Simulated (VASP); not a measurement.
# Ge (P6_3/mmc) in VASP: further runs

The runs below take Ge through relaxation of shape and atoms at fixed volume, with PBE.

Program: VASP 6.6.1. These are calculated values, not measurements. Logs are shortened: lines on timing, memory, paths and dates and some standing lists are left out, and cuts for length are marked.

## (1) The cell of the first run

The structure is hexagonal, space group P6_3/mmc (No. 194). The conventional cell has a = 2.186 Å, b = 2.186 Å, c = 3.742 Å, α = 90.00°, β = 90.00°, γ = 120.00°. Ge (site symmetry -6m2) has 12 Ge at 2.19 to 2.26 Å within 2.9 Å.

This isn't the form of Ge at room conditions, which is diamond.

## (2) Relaxation of shape and atoms at fixed volume, PBE

Input file INCAR:

```
PREC = Accurate ; ENCUT = 600
EDIFF = 1E-6 ; ISMEAR = -1
SIGMA = 0.1 ; LREAL = F
LASPH = T ; NELM = 80
ALGO = Normal ; ISIF = 4
LWAVE = F ; LCHARG = F
GGA = PE ; IBRION = 2
NSW = 50 ; EDIFFG = -0.005
```

Input file KPOINTS:

```
Automatic mesh
0
Gamma
  14 14 8
```

Input file POSCAR:

```
Ge
1.0
    2.1864084664      0.0000000000      0.0000000000
   -1.0932042332      1.8934852750      0.0000000000
    0.0000000000      0.0000000000      3.7423021445
Ge
2
Direct
    0.3333333333      0.6666666667      0.2500000000
    0.6666666667      0.3333333333      0.7500000000
```

Potentials or basis: VASP PAW PBE potentials, release 64 (Ge_d).

The run is started by

```console
$ cat potpaw_PBE.64/Ge_d/POTCAR > POTCAR
$ mpirun -np 1 vasp_std > vasp.out
```

OUTCAR:

```text
PREC = Accurate
   ENCUT = 600
   EDIFF = 1E-6
   ISMEAR = -1
   LREAL = F
   LASPH = T
   NELM = 80
   ISIF = 4
   GGA = PE
   IBRION = 2
   NSW = 50
   EDIFFG = -0.005

 ion  position               nearest neighbor table
   1  0.333  0.667  0.250-   2 2.26   2 2.26   2 2.26   2 2.26   2 2.26   2 2.26
   2  0.667  0.333  0.750-   1 2.26   1 2.26   1 2.26   1 2.26   1 2.26   1 2.26

  LATTYP: Found a hexagonal cell.
 ALAT       =     2.1864084664
 C/A-ratio  =     1.7116207708

  Lattice vectors:

 A1 = (   2.1864084664,   0.0000000000,   0.0000000000)
 A2 = (  -1.0932042332,   1.8934852750,   0.0000000000)
 A3 = (   0.0000000000,   0.0000000000,   3.7423021445)

Analysis of symmetry for initial positions (statically):
=====================================================================
 Subroutine PRICEL returns:
 Original cell was already a primitive cell.

 Routine SETGRP: Setting up the symmetry group for a
 hexagonal supercell.

 Subroutine GETGRP returns: Found 24 space group operations
 (whereof 12 operations were pure point group operations)
 out of a pool of 24 trial point group operations.

The static configuration has the point symmetry D_3d.
 The point group associated with its full space group is D_6h.

Analysis of symmetry for dynamics (positions and initial velocities):
=====================================================================
 Subroutine PRICEL returns:
 Original cell was already a primitive cell.

 Routine SETGRP: Setting up the symmetry group for a
 hexagonal supercell.

 Subroutine GETGRP returns: Found 24 space group operations
 (whereof 12 operations were pure point group operations)
 out of a pool of 24 trial point group operations.

The dynamic configuration has the point symmetry D_3d.
 The point group associated with its full space group is D_6h.

 Subroutine INISYM returns: Found 24 space group operations
 (whereof 12 operations are pure point group operations),
 and found     1 'primitive' translations

----------------------------------------------------------------------------------------

                                     Primitive cell

  volume of cell :      15.4929

  direct lattice vectors                    reciprocal lattice vectors
     2.186408466  0.000000000  0.000000000     0.457371079  0.264063316  0.000000000
    -1.093204233  1.893485275  0.000000000     0.000000000  0.528126631  0.000000000
     0.000000000  0.000000000  3.742302144     0.000000000  0.000000000  0.267215196

  length of vectors
     2.186408466  2.186408466  3.742302144     0.528126631  0.528126631  0.267215196

  position of ions in fractional coordinates (direct lattice)
     0.333333333  0.666666667  0.250000000
     0.666666667  0.333333333  0.750000000

  ion indices of the primitive-cell ions
   primitive index   ion index
                 1           1
                 2           2

----------------------------------------------------------------------------------------

 KPOINTS: Automatic mesh

Automatic generation of k-mesh.
 Grid dimensions read from file:
 generate k-points for:   14   14    8

 Generating k-lattice:

  Cartesian coordinates                     Fractional coordinates (reciprocal lattice)
     0.032669363  0.018861665  0.000000000     0.071428571  0.000000000  0.000000000
     0.000000000  0.037723331  0.000000000     0.000000000  0.071428571  0.000000000
     0.000000000  0.000000000  0.033401899     0.000000000  0.000000000  0.125000000

  Length of vectors
     0.037723331  0.037723331  0.033401899

  Shift w.r.t. Gamma in fractional coordinates (k-lattice)
     0.000000000  0.000000000  0.000000000

 Subroutine IBZKPT returns following result:
 ===========================================

 Found    120 irreducible k-points:

 Following reciprocal coordinates:
            Coordinates               Weight
  0.000000  0.000000  0.000000      1.000000
  0.071429  0.000000  0.000000      6.000000
  0.142857 -0.000000  0.000000      6.000000
  0.214286  0.000000  0.000000      6.000000
  0.285714 -0.000000  0.000000      6.000000
  0.357143 -0.000000  0.000000      6.000000
[... 16 lines left out ...]
  0.285714  0.285714  0.000000      6.000000
  0.357143  0.285714  0.000000      6.000000
 [... further k-points ...]
   k-points           NKPTS =    120   k-points in BZ     NKDIM =    120   number of bands    NBANDS=     18
   number of dos      NEDOS =    301   number of ions     NIONS =      2
   total plane-waves  NPLWV =   9720
   dimension x,y,z NGX =    18 NGY =   18 NGZ =   30
   dimension x,y,z NGXF=    36 NGYF=   36 NGZF=   60
   ions per type =               2
   NGX,Y,Z   is equivalent  to a cutoff of  13.69, 13.69, 13.33 a.u.
   NGXF,Y,Z  is equivalent  to a cutoff of  27.37, 27.37, 26.65 a.u.
 SYSTEM =  unknown system
   PREC   = accura    normal or accurate (medium, high low for compatibility)
   ISTART =      0    job   : 0-new  1-cont  2-samecut
   ICHARG =      2    charge: 1-file 2-atom 10-const
   ISPIN  =      1    spin polarized calculation?
   LNONCOLLINEAR =      F non collinear calculations
   LSORBIT =      F    spin-orbit coupling
   LASPH  =      T    aspherical Exc in radial PAW
   ENCUT  =  600.0 eV  44.10 Ry    6.64 a.u.   4.37  4.37  7.47*2*pi/ulx,y,z
   NELM   =     80;   NELMIN=  2; NELMDL= -5     # of ELM steps
   EDIFF  = 0.1E-05   stopping-criterion for ELM
   LREAL  =      F    real-space projection
   EDIFFG = -.5E-02   stopping-criterion for IOM
   NSW    =     50    number of steps for IOM
   IBRION =      2    ionic relax: 0-MD 1-quasi-New 2-CG
   NFREE  =      1    steps in history (QN), initial steepest desc. (CG)
   ISIF   =      4    stress and relaxation
   ISYM   =      2    0-nonsym 1-usesym 2-fastsym
   POTIM  = 0.5000    time-step for ionic-motion
   TEBEG  =    0.0;   TEEND  =   0.0 temperature during run
   PSTRESS=    0.0 pullay stress
   NELECT =      28.0000    total number of electrons
   NUPDOWN=      -1.0000    fix difference up-down
   EMIN   =  10.00;   EMAX   =-10.00  energy-range for DOS
   EFERMI =   0.00;   METHOD = LEGACY
   ISMEAR =    -1;   SIGMA  =   0.10  broadening in eV -4-tet -1-fermi 0-gaus
   EFERMI_NEDOS =   21; number of points for ismear=-14 and -15
   IALGO  =     38    algorithm
   IMIX   =      4    mixing-type and parameters
     AMIX     =   0.40;   BMIX     =  1.00
     AMIX_MAG =   1.60;   BMIX_MAG =  1.00
  volume/ion in A,a.u.               =       7.75        52.28
  Fermi-wavevector in a.u.,A,eV,Ry     =   1.994115  3.768330 54.103481  3.976494
  Thomas-Fermi vector in A             =   3.011126
   LORBIT       =      0    0 simple, 1 ext, 2 COOP (PROOUT), +10 PAW based schemes
   GGA     = PE    functional components
   LHFCALC =     F    Hartree Fock is set to
   AEXX    =    0.0000 exact exchange contribution
   IVDW    =     0    specifies the selected vdW correction
   LEPSILON=     F    determine dielectric tensor
   LRPA    =     F    only Hartree local field effects (RPA)
 conjugate gradient relaxation of ions
 non-spin polarized calculation
  energy-cutoff  :      600.00
  volume of cell :       15.49
 maximum number of plane-waves:       543
 NGX is ok and might be reduce to    18
   NGX =  9   NGY =  9   NGZ = 15

--------------------------------------- Ionic step        1  -------------------------------------------

 number of electron      27.9999971 magnetization

 Free energy of the ion-electron system (eV)
  ---------------------------------------------------
  ext. energy  EPLUGINS =         0.00000000
  ---------------------------------------------------
  free energy    TOTEN  =         6.02864944 eV

  energy without entropy =        6.04313102  energy(sigma->0) =        6.03589023

------------------------ aborting loop because EDIFF is reached ----------------------------------------

  FORCE on cell =-STRESS in cart. coord.  units (eV):
  Direction    XX          YY          ZZ          XY          YZ          ZX
  --------------------------------------------------------------------------------------
  -------------------------------------------------------------------------------------
  Total       46.2190691     46.2190691     42.1548728      0.0000000      0.0000000      0.0000000
  in kB     4779.6896199   4779.6896202   4359.3956276      0.0000000      0.0000000      0.0000000
  external PRESSURE =    4639.5916226 kB  Pullay stress =       0.0000000 kB
[... 89 lines left out ...]
  FREE ENERGIE OF THE ION-ELECTRON SYSTEM (eV)
  ---------------------------------------------------
  free  energy   TOTEN  =         5.9797447133 eV

  energy  without entropy=        5.9976489295  energy(sigma->0) =        5.98869682

[... ionic steps 4 to 14 ...]

--------------------------------------- Ionic step       15  -------------------------------------------

 number of electron      27.9999993 magnetization

------------------------ aborting loop because EDIFF is reached ----------------------------------------

  FORCE on cell =-STRESS in cart. coord.  units (eV):
  Direction    XX          YY          ZZ          XY          YZ          ZX
  --------------------------------------------------------------------------------------
  -------------------------------------------------------------------------------------
  Total       44.8501368     44.8501369     44.7854509     -0.0000000     -0.0000000      0.0000000
  in kB     4638.1231288   4638.1231334   4631.4337144     -0.0000000     -0.0000000      0.0000000
  external PRESSURE =    4635.8933255 kB  Pullay stress =       0.0000000 kB
[... 57 lines left out ...]
  energy  without entropy=        5.9960083220  energy(sigma->0) =        5.98767497

--------------------------------------- Ionic step       17  -------------------------------------------

 number of electron      27.9999993 magnetization

 Free energy of the ion-electron system (eV)
  ---------------------------------------------------
  ext. energy  EPLUGINS =         0.00000000
  ---------------------------------------------------
  free energy    TOTEN  =         5.97933871 eV

  energy without entropy =        5.99591209  energy(sigma->0) =        5.98762540

 E-fermi :  21.9948     XC(G=0): -16.6516

 val. band max:       21.9499031152   @ k =   0.2143   0.0714   0.1250
 cond. band min:      22.0235756738   @ k =   0.5000  -0.0000   0.0000
 fundamental gap:      0.0736725586
 Fermi energy:        21.9948339490

 k-point     1 :       0.0000    0.0000    0.0000
  band No.  band energies     occupation
      1      -5.9349      2.00000
      2      -5.3376      2.00000
      3      -5.2595      2.00000
      4      -5.2595      2.00000
      5      -5.1415      2.00000
      6      -5.1415      2.00000
[... 10 lines left out ...]
     17      39.1336      0.00000
     18      39.1336      0.00000
[... 466 lines left out ...]
      2      -5.5243      2.00000
      3      -5.3960      2.00000
      4      -5.2417      2.00000
      5      -5.1535      2.00000
      6      -5.0977      2.00000
[... 10 lines left out ...]
     17      24.4728      0.00000
     18      26.2830      0.00000

 [... further k-points ...]

------------------------ aborting loop because EDIFF is reached ----------------------------------------

  FORCE on cell =-STRESS in cart. coord.  units (eV):
  Direction    XX          YY          ZZ          XY          YZ          ZX
  --------------------------------------------------------------------------------------
  -------------------------------------------------------------------------------------
  Total       44.8321895     44.8321895     44.8306479      0.0000000     -0.0000000      0.0000000
  in kB     4636.2671245   4636.2671312   4636.1077037      0.0000000     -0.0000000      0.0000000
  external PRESSURE =    4636.2139865 kB  Pullay stress =       0.0000000 kB
[... 17 lines left out ...]
  FREE ENERGIE OF THE ION-ELECTRON SYSTEM (eV)
  ---------------------------------------------------
  free  energy   TOTEN  =         5.9793387110 eV

  energy  without entropy=        5.9959120942  energy(sigma->0) =        5.98762540

 reached required accuracy - stopping structural energy minimisation
```

It took 1.7 min on 1 thread of Intel Xeon 6975P-C (Granite Rapids), shared host; peak memory 0.15 GiB.

What came out:

- Free energy: 5.9793 eV
- Energy gained by relaxing: 24.7 meV/atom
- Ionic steps: 17
- Pressure after relaxing: 463.6 GPa
- Band gap on the k mesh: zero (bands 14 and 15 overlap by 19.99 eV)

The path:
| step | energy change (eV) | largest force (eV/Å) | pressure (GPa) | volume (Å³) |
| --- | --- | --- | --- | --- |
| 1 | 0.0000 | 0.0000 | 463.96 | 15.49 |
| 2 | 0.0377 | 0.0000 | 466.36 | 15.49 |
| 3 | -0.0489 | 0.0000 | 463.49 | 15.49 |
| 4 | -0.0493 | 0.0000 | 463.59 | 15.49 |
| 5 | -0.0493 | 0.0000 | 463.59 | 15.49 |
| 6 | -0.0493 | 0.0000 | 463.60 | 15.49 |
| 7 | -0.0493 | 0.0000 | 463.59 | 15.49 |
| 8 | -0.0493 | 0.0000 | 463.60 | 15.49 |
| 9 | -0.0493 | 0.0000 | 463.60 | 15.49 |
| 10 | -0.0493 | 0.0000 | 463.60 | 15.49 |
| 11 | -0.0493 | 0.0000 | 463.60 | 15.49 |
| 12 | -0.0493 | 0.0000 | 463.60 | 15.49 |
| 13 | -0.0493 | 0.0000 | 463.61 | 15.49 |
| 14 | -0.0493 | 0.0000 | 463.60 | 15.49 |
| 15 | -0.0493 | 0.0000 | 463.59 | 15.49 |
| 16 | -0.0493 | 0.0000 | 463.60 | 15.49 |
| 17 | -0.0493 | 0.0000 | 463.62 | 15.49 |

Final structure:
```
Ge
1.0
     2.21857    0.00000    0.00000
    -1.10929    1.92134    0.00000
     0.00000    0.00000    3.63458
Ge
2
Direct
  0.33333 0.66667 0.25000
  0.66667 0.33333 0.75000
```

Levels at points of the mesh, in eV from the Fermi level:
```tsv
k point	band 12	band 13	band 14	band 15	band 16	band 17
(0.00, 0.00, 0.00)	-13.97	-10.96	14.86	14.86	16.00	17.14
(0.50, 0.00, 0.00)	-13.49	-3.76	-2.89	-0.57	0.03	4.17
(0.00, 0.00, 0.50)	-21.91	2.18	2.18	16.96	16.96	17.61
(0.50, 0.00, 0.50)	-12.54	-8.96	-8.96	7.69	7.69	9.92
```

(Continued in part 2 of 2.)
